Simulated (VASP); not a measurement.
# Ga (P6/mmm) in VASP: further runs

Runs on Ga. Level: revPBE. Tasks: single point.

Program: VASP 6.6.1. These are calculated values, not measurements. Logs are shortened: lines on timing, memory, paths and dates and some standing lists are left out, and cuts for length are marked.

### Step 1. The cell of the first run

Symmetry: P6/mmm, No. 191, hexagonal system. Conventional cell: a = 4.748 Å, b = 4.748 Å, c = 3.048 Å, α = 90.00°, β = 90.00°, γ = 120.00°. Ga (site symmetry 6/mmm) has 14 Ga at 3.05 to 3.14 Å within 4.0 Å. Within 3.6 Å of Ga (site symmetry -6m2) lie 11 Ga at 2.74 to 3.14 Å.

This isn't the form of Ga at room conditions, which is orthorhombic.

### Step 2. Single point, revPBE

INCAR

```
PREC = Accurate
ENCUT = 520
EDIFF = 1E-6
ISMEAR = -1
SIGMA = 0.1
LREAL = False
LASPH = True
NELM = 100
ALGO = Normal
ISIF = 2
LWAVE = False
LCHARG = False
GGA = RE
NBANDS = 26
```

KPOINTS

```
Automatic mesh
0
Gamma
  8 8 11
```

POSCAR

```
Ga
1.0
    4.7481222945      0.0000000000      0.0000000000
   -2.3740611473      4.1119945273      0.0000000000
    0.0000000000      0.0000000000      3.0484022165
Ga
3
Direct
    0.0000000000      0.0000000000      0.0000000000
    0.3333333333      0.6666666667      0.5000000000
    0.6666666667      0.3333333333      0.5000000000
```

Potentials or basis: VASP PAW PBE potentials, release 64 (Ga_d).

Started as:

```console
$ cat potpaw_PBE.64/Ga_d/POTCAR > POTCAR
$ mpirun -np 1 vasp_std > vasp.out
```

OUTCAR:

```text
PREC = Accurate
   ENCUT = 520
   EDIFF = 1E-6
   ISMEAR = -1
   LREAL = False
   LASPH = True
   NELM = 100
   ISIF = 2
   GGA = RE

 ion  position               nearest neighbor table
   1  0.000  0.000  0.000-
   2  0.333  0.667  0.500-   3 2.74   3 2.74   3 2.74
   3  0.667  0.333  0.500-   2 2.74   2 2.74   2 2.74

  LATTYP: Found a hexagonal cell.
 ALAT       =     4.7481222945
 C/A-ratio  =     0.6420226834

  Lattice vectors:

 A1 = (   4.7481222945,   0.0000000000,   0.0000000000)
 A2 = (  -2.3740611473,   4.1119945273,   0.0000000000)
 A3 = (   0.0000000000,   0.0000000000,   3.0484022165)

Analysis of symmetry for initial positions (statically):
=====================================================================
 Subroutine PRICEL returns:
 Original cell was already a primitive cell.

 Routine SETGRP: Setting up the symmetry group for a
 hexagonal supercell.

 Subroutine GETGRP returns: Found 24 space group operations
 (whereof 24 operations were pure point group operations)
 out of a pool of 24 trial point group operations.

The static configuration has the point symmetry D_6h.

Analysis of symmetry for dynamics (positions and initial velocities):
=====================================================================
 Subroutine PRICEL returns:
 Original cell was already a primitive cell.

 Routine SETGRP: Setting up the symmetry group for a
 hexagonal supercell.

 Subroutine GETGRP returns: Found 24 space group operations
 (whereof 24 operations were pure point group operations)
 out of a pool of 24 trial point group operations.

The dynamic configuration has the point symmetry D_6h.

 Subroutine INISYM returns: Found 24 space group operations
 (whereof 24 operations are pure point group operations),
 and found     1 'primitive' translations

----------------------------------------------------------------------------------------

                                     Primitive cell

  volume of cell :      59.5178

  direct lattice vectors                    reciprocal lattice vectors
     4.748122294  0.000000000  0.000000000     0.210609571  0.121595493  0.000000000
    -2.374061147  4.111994527  0.000000000     0.000000000  0.243190985  0.000000000
     0.000000000  0.000000000  3.048402216     0.000000000  0.000000000  0.328040701

  length of vectors
     4.748122294  4.748122295  3.048402216     0.243190985  0.243190985  0.328040701

  position of ions in fractional coordinates (direct lattice)
     0.000000000  0.000000000  0.000000000
     0.333333333  0.666666667  0.500000000
     0.666666667  0.333333333  0.500000000

  ion indices of the primitive-cell ions
   primitive index   ion index
                 1           1
                 2           2
                 3           3

----------------------------------------------------------------------------------------

 KPOINTS: Automatic mesh

Automatic generation of k-mesh.
 Grid dimensions read from file:
 generate k-points for:    8    8   11

 Generating k-lattice:

  Cartesian coordinates                     Fractional coordinates (reciprocal lattice)
     0.026326196  0.015199437  0.000000000     0.125000000 -0.000000000  0.000000000
     0.000000000  0.030398873  0.000000000     0.000000000  0.125000000  0.000000000
     0.000000000  0.000000000  0.029821882     0.000000000  0.000000000  0.090909091

  Length of vectors
     0.030398873  0.030398873  0.029821882

  Shift w.r.t. Gamma in fractional coordinates (k-lattice)
     0.000000000  0.000000000  0.000000000

 Subroutine IBZKPT returns following result:
 ===========================================

 Found     60 irreducible k-points:

 Following reciprocal coordinates:
            Coordinates               Weight
  0.000000  0.000000  0.000000      1.000000
  0.125000  0.000000  0.000000      6.000000
  0.250000  0.000000  0.000000      6.000000
  0.375000  0.000000  0.000000      6.000000
  0.500000  0.000000  0.000000      3.000000
  0.125000  0.125000  0.000000      6.000000
[... 16 lines left out ...]
  0.250000  0.000000  0.181818     12.000000
  0.375000  0.000000  0.181818     12.000000
 [... further k-points ...]
   k-points           NKPTS =     60   k-points in BZ     NKDIM =     60   number of bands    NBANDS=     26
   number of dos      NEDOS =    301   number of ions     NIONS =      3
   total plane-waves  NPLWV =  31104
   dimension x,y,z NGX =    36 NGY =   36 NGZ =   24
   dimension x,y,z NGXF=    72 NGYF=   72 NGZF=   48
   ions per type =               3
   NGX,Y,Z   is equivalent  to a cutoff of  12.60, 12.60, 13.09 a.u.
   NGXF,Y,Z  is equivalent  to a cutoff of  25.21, 25.21, 26.18 a.u.
 SYSTEM =  unknown system
   PREC   = accura    normal or accurate (medium, high low for compatibility)
   ISTART =      0    job   : 0-new  1-cont  2-samecut
   ICHARG =      2    charge: 1-file 2-atom 10-const
   ISPIN  =      1    spin polarized calculation?
   LNONCOLLINEAR =      F non collinear calculations
   LSORBIT =      F    spin-orbit coupling
   LASPH  =      T    aspherical Exc in radial PAW
   ENCUT  =  520.0 eV  38.22 Ry    6.18 a.u.   8.83  8.83  5.67*2*pi/ulx,y,z
   NELM   =    100;   NELMIN=  2; NELMDL= -5     # of ELM steps
   EDIFF  = 0.1E-05   stopping-criterion for ELM
   LREAL  =      F    real-space projection
   EDIFFG = 0.1E-04   stopping-criterion for IOM
   NSW    =      0    number of steps for IOM
   IBRION =     -1    ionic relax: 0-MD 1-quasi-New 2-CG
   NFREE  =      0    steps in history (QN), initial steepest desc. (CG)
   ISIF   =      2    stress and relaxation
   ISYM   =      2    0-nonsym 1-usesym 2-fastsym
   POTIM  = 0.5000    time-step for ionic-motion
   TEBEG  =    0.0;   TEEND  =   0.0 temperature during run
   PSTRESS=    0.0 pullay stress
   NELECT =      39.0000    total number of electrons
   NUPDOWN=      -1.0000    fix difference up-down
   EMIN   =  10.00;   EMAX   =-10.00  energy-range for DOS
   EFERMI =   0.00;   METHOD = LEGACY
   ISMEAR =    -1;   SIGMA  =   0.10  broadening in eV -4-tet -1-fermi 0-gaus
   EFERMI_NEDOS =   21; number of points for ismear=-14 and -15
   IALGO  =     38    algorithm
   IMIX   =      4    mixing-type and parameters
     AMIX     =   0.40;   BMIX     =  1.00
     AMIX_MAG =   1.60;   BMIX_MAG =  1.00
  volume/ion in A,a.u.               =      19.84       133.88
  Fermi-wavevector in a.u.,A,eV,Ry     =   1.421938  2.687074 27.509742  2.021909
  Thomas-Fermi vector in A             =   2.542695
   LORBIT       =      0    0 simple, 1 ext, 2 COOP (PROOUT), +10 PAW based schemes
   GGA     = RE    functional components
   LHFCALC =     F    Hartree Fock is set to
   AEXX    =    0.0000 exact exchange contribution
   IVDW    =     0    specifies the selected vdW correction
   LEPSILON=     F    determine dielectric tensor
   LRPA    =     F    only Hartree local field effects (RPA)
 non-spin polarized calculation
  energy-cutoff  :      520.00
  volume of cell :       59.52
 maximum number of plane-waves:      1631
 NGX is ok and might be reduce to    36
   NGX = 17   NGY = 17   NGZ = 11

 number of electron      39.0000050 magnetization

 Free energy of the ion-electron system (eV)
  ---------------------------------------------------
  ext. energy  EPLUGINS =         0.00000000
  ---------------------------------------------------
  free energy    TOTEN  =        -7.73317929 eV

  energy without entropy =       -7.68317641  energy(sigma->0) =       -7.70817785

 E-fermi :   5.2583     XC(G=0): -10.6647

 val. band max:        5.2489421827   @ k =   0.3750   0.2500   0.3636
 cond. band min:       5.3232786381   @ k =   0.2500   0.1250   0.4545
 fundamental gap:      0.0743364553
 Fermi energy:         5.2583161052

 k-point     1 :       0.0000    0.0000    0.0000
  band No.  band energies     occupation
      1      -9.8619      2.00000
      2      -9.7093      2.00000
      3      -9.7093      2.00000
      4      -9.6983      2.00000
      5      -9.6778      2.00000
      6      -9.6533      2.00000
[... 18 lines left out ...]
     25      16.5515      0.00000
     26      16.5981      0.00000

 k-point     2 :       0.1250    0.0000    0.0000
  band No.  band energies     occupation
      1      -9.8559      2.00000
      2      -9.7362      2.00000
      3      -9.7299      2.00000
      4      -9.7030      2.00000
      5      -9.6771      2.00000
      6      -9.6697      2.00000
[... 18 lines left out ...]
     25      16.0697      0.00000
     26      16.2718      0.00000

 k-point     3 :       0.2500    0.0000    0.0000
  band No.  band energies     occupation
      1      -9.8409      2.00000
      2      -9.7808      2.00000
      3      -9.7620      2.00000
      4      -9.7161      2.00000
      5      -9.6889      2.00000
      6      -9.6873      2.00000
[... 18 lines left out ...]
     25      14.4249      0.00000
     26      14.8482      0.00000

 k-point     4 :       0.3750    0.0000    0.0000
  band No.  band energies     occupation
      1      -9.8322      2.00000
      2      -9.8059      2.00000
      3      -9.7838      2.00000
      4      -9.7330      2.00000
      5      -9.7017      2.00000
      6      -9.6930      2.00000
[... 18 lines left out ...]
     25      13.1266      0.00000
     26      13.4944      0.00000
[... 496 lines left out ...]
      1      -9.8096      2.00000
      2      -9.7454      2.00000
      3      -9.7447      2.00000
      4      -9.7187      2.00000
      5      -9.7139      2.00000
      6      -9.6701      2.00000
[... 18 lines left out ...]
     25      12.9158      0.00000
     26      14.3928      0.00000

 k-point    23 :       0.2500    0.0000    0.1818
  band No.  band energies     occupation
      1      -9.8100      2.00000
      2      -9.7736      2.00000
      3      -9.7661      2.00000
      4      -9.7210      2.00000
      5      -9.7086      2.00000
      6      -9.6649      2.00000
[... 18 lines left out ...]
     25      12.3291      0.00000
     26      13.6504      0.00000

 k-point    24 :       0.3750    0.0000    0.1818
  band No.  band energies     occupation
      1      -9.8184      2.00000
      2      -9.7923      2.00000
      3      -9.7701      2.00000
      4      -9.7198      2.00000
      5      -9.7061      2.00000
      6      -9.6633      2.00000
[... 18 lines left out ...]
     25      12.2700      0.00000
     26      12.7053      0.00000

 [... further k-points ...]

------------------------ aborting loop because EDIFF is reached ----------------------------------------

  FORCE on cell =-STRESS in cart. coord.  units (eV):
  Direction    XX          YY          ZZ          XY          YZ          ZX
  --------------------------------------------------------------------------------------
  -------------------------------------------------------------------------------------
  Total        0.0825413      0.0825413      0.0472724     -0.0000000     -0.0000000     -0.0000000
  in kB        2.2219536      2.2219536      1.2725394     -0.0000000     -0.0000000     -0.0000000
  external PRESSURE =       1.9054822 kB  Pullay stress =       0.0000000 kB

 VOLUME and BASIS-vectors are now :
 -----------------------------------------------------------------------------
  energy-cutoff  :      520.00
  volume of cell :       59.52
      direct lattice vectors                 reciprocal lattice vectors
     4.748122294  0.000000000  0.000000000     0.210609571  0.121595493  0.000000000
    -2.374061147  4.111994527  0.000000000     0.000000000  0.243190985  0.000000000
     0.000000000  0.000000000  3.048402216     0.000000000  0.000000000  0.328040701

 POSITION                                       TOTAL-FORCE (eV/Angst)
 -----------------------------------------------------------------------------------
      0.00000      0.00000      0.00000         0.000000      0.000000      0.000000
     -0.00000      2.74133      1.52420        -0.000000      0.000000     -0.000000
      2.37406      1.37066      1.52420         0.000000      0.000000      0.000000
 -----------------------------------------------------------------------------------
    total drift:                                0.000000      0.000000     -0.000000

  FREE ENERGIE OF THE ION-ELECTRON SYSTEM (eV)
  ---------------------------------------------------
  free  energy   TOTEN  =        -7.7331792918 eV

  energy  without entropy=       -7.6831764059  energy(sigma->0) =       -7.70817785
```

It took 1.9 min on 1 thread of AMD EPYC 7R13, shared host; peak memory 0.22 GiB.

Results:

- Free energy: -7.7332 eV
- Pressure: 0.2 GPa
- Band gap on the k mesh: zero (an odd number of electrons rules out a gap without spin polarisation)

Caveat: the PAW data sets were made with another functional, which shifts forces and pressure a little.

### Step 3. Single point, revPBE (17.46 Å³/atom)

This run uses another cell than the first one, of 17.46 Å³/atom.

INCAR

```
SYSTEM = Ga
  PREC = Accurate
  ENCUT = 520
  EDIFF = 1E-7
  ISMEAR = -1
  SIGMA = 0.1
  LREAL = .FALSE.
  LASPH = .TRUE.
  NELM = 80
  ALGO = Normal
  ISIF = 2
  LWAVE = .FALSE.
  LCHARG = .TRUE.
  GGA = RE
  LELF = .TRUE.
  LVHAR = .TRUE.
  NBANDS = 26
```

KPOINTS

```
Automatic mesh
0
G
  9 9 12
  0 0 0
```

POSCAR

```
Ga
1.0
    4.5500494891      0.0000000000      0.0000000000
   -2.2750247446      3.9404584461      0.0000000000
    0.0000000000      0.0000000000      2.9212349825
Ga
3
Direct
    0.0000000000      0.0000000000      0.0000000000
    0.3333333333      0.6666666667      0.5000000000
    0.6666666667      0.3333333333      0.5000000000
```

Potentials or basis: VASP PAW PBE potentials, release 64 (Ga_d).

Started as:

```console
$ cat potpaw_PBE.64/Ga_d/POTCAR > POTCAR
$ mpirun -np 1 vasp_std > vasp.out
```

Wall time 2.7 min (1 thread of AMD EPYC 7R13, shared host); peak memory 0.23 GiB.

Results (log left out):

```
Free energy            : -7.5639 eV
Pressure               : 8.0 GPa
Band gap on the k mesh : zero (an odd number of electrons rules out a gap without spin polarisation)
```

Stress tensor (GPa, compression positive):
```
8.45 0.00 0.00
0.00 8.45 0.00
0.00 0.00 6.97
```

Levels at points of the mesh, in eV from the Fermi level:
| k point | band 15 | band 16 | band 17 | band 18 | band 19 | band 20 | band 21 | band 22 | band 23 | band 24 |
| --- | --- | --- | --- | --- | --- | --- | --- | --- | --- | --- |
| (0.00, 0.00, 0.00) | -14.73 | -11.65 | -2.33 | -2.06 | -1.34 | -1.34 | -1.16 | -1.16 | 5.13 | 8.71 |
| (0.00, 0.00, 0.50) | -14.69 | -7.58 | -6.48 | 1.34 | 1.34 | 1.91 | 2.12 | 2.18 | 2.26 | 2.98 |

Caveat: the cell stands under pressure; the PAW data sets were made with another functional, which shifts forces and pressure a little.

### Step 4. Single point, revPBE (18.25 Å³/atom)

This run uses another cell than the first one, of 18.25 Å³/atom.

INCAR

```
SYSTEM = Ga
PREC     = Accurate       ! precision mode
ENCUT    = 520            ! plane-wave cutoff, eV
EDIFF    = 1E-6           ! SCF threshold, eV
ISMEAR   = -1             ! smearing method
SIGMA    = 0.1            ! smearing width, eV
LREAL    = .FALSE.        ! projectors in reciprocal space
LASPH    = .TRUE.         ! aspherical terms in the spheres
NELM     = 60             ! most SCF steps
ALGO     = Normal         ! electronic algorithm
ISIF     = 2              ! what is computed and relaxed
LWAVE    = .FALSE.        ! write WAVECAR
LCHARG   = .FALSE.        ! write CHGCAR
GGA      = RE             ! functional
NBANDS   = 26             ! bands
```

KPOINTS is that of step 3.

POSCAR

```
Ga
1.0
    4.6179706892      0.0000000000      0.0000000000
   -2.3089853446      3.9992799307      0.0000000000
    0.0000000000      0.0000000000      2.9648419336
Ga
3
Direct
    0.0000000000      0.0000000000      0.0000000000
    0.3333333333      0.6666666667      0.5000000000
    0.6666666667      0.3333333333      0.5000000000
```

Started as:

```console
$ cat potpaw_PBE.64/Ga_d/POTCAR > POTCAR
$ mpirun -np 1 vasp_std > vasp.out
```

Run time: 1.8 min. Hardware: 1 thread of AMD EPYC 7R13, shared host; peak memory 0.23 GiB.

Results (log left out):

- Free energy: -7.6561 eV
- Pressure: 4.6 GPa
- Band gap on the k mesh: zero (an odd number of electrons rules out a gap without spin polarisation)

Stress tensor (GPa, compression positive):
```
4.96 0.00 0.00
0.00 4.96 0.00
0.00 0.00 3.94
```

Levels at points of the mesh, in eV from the Fermi level:
| k point | band 15 | band 16 | band 17 | band 18 | band 19 | band 20 | band 21 | band 22 | band 23 | band 24 |
| --- | --- | --- | --- | --- | --- | --- | --- | --- | --- | --- |
| (0.00, 0.00, 0.00) | -14.70 | -11.29 | -2.43 | -2.16 | -1.24 | -1.24 | -1.05 | -1.05 | 5.00 | 8.51 |
| (0.00, 0.00, 0.50) | -14.67 | -7.40 | -6.27 | 1.33 | 1.33 | 1.74 | 1.82 | 2.03 | 2.16 | 2.94 |

Caveat: the cell stands under pressure; the PAW data sets were made with another functional, which shifts forces and pressure a little.

### Step 5. Single point, revPBE (19.05 Å³/atom)

This run uses another cell than the first one, of 19.05 Å³/atom.

INCAR

```
SYSTEM = Ga
ALGO     = Normal         ! electronic algorithm
EDIFF    = 1E-6           ! SCF threshold, eV
ENCUT    = 520            ! plane-wave cutoff, eV
GGA      = RE             ! functional
ISIF     = 2              ! what is computed and relaxed
ISMEAR   = -1             ! smearing method
LASPH    = .True.         ! aspherical terms in the spheres
LCHARG   = .False.        ! write CHGCAR
LREAL    = .False.        ! projectors in reciprocal space
LWAVE    = .False.        ! write WAVECAR
NBANDS   = 26             ! bands
NELM     = 80             ! most SCF steps
PREC     = Accurate       ! precision mode
SIGMA    = 0.1            ! smearing width, eV
```

KPOINTS

```
k-points
0
Gamma
  9 9 12
  0 0 0
```

POSCAR

```
Ga
1.0
    4.6839506132      0.0000000000      0.0000000000
   -2.3419753066      4.0564202211      0.0000000000
    0.0000000000      0.0000000000      3.0072025415
Ga
3
Direct
    0.0000000000      0.0000000000      0.0000000000
    0.3333333333      0.6666666667      0.5000000000
    0.6666666667      0.3333333333      0.5000000000
```

Started as:

```console
$ cat potpaw_PBE.64/Ga_d/POTCAR > POTCAR
$ mpirun -np 1 vasp_std > vasp.out
```

It took 2.2 min on 1 thread of AMD EPYC 7R13, shared host; peak memory 0.24 GiB.

Results (log left out):

| Property | Result |
| --- | --- |
| Free energy | -7.7067 eV |
| Pressure | 2.2 GPa |
| Band gap on the k mesh | zero (an odd number of electrons rules out a gap without spin polarisation) |

Stress tensor (GPa, compression positive):
```
2.46 0.00 0.00
0.00 2.46 0.00
0.00 0.00 1.73
```

Levels at points of the mesh, in eV from the Fermi level:
```
           k point  band 15  band 16  band 17  band 18  band 19  band 20  band 21  band 22  band 23  band 24
(0.00, 0.00, 0.00)   -14.69   -10.96    -2.53    -2.25    -1.15    -1.15    -0.95    -0.95     4.87     8.32
(0.00, 0.00, 0.50)   -14.66    -7.23    -6.08     1.31     1.31     1.39     1.73     1.82     2.13     2.91
```

Caveat: the PAW data sets were made with another functional, which shifts forces and pressure a little.

(Continued in part 2 of 2.)

The gap in the log of VASP goes by the Fermi energy; the results here count the filled bands.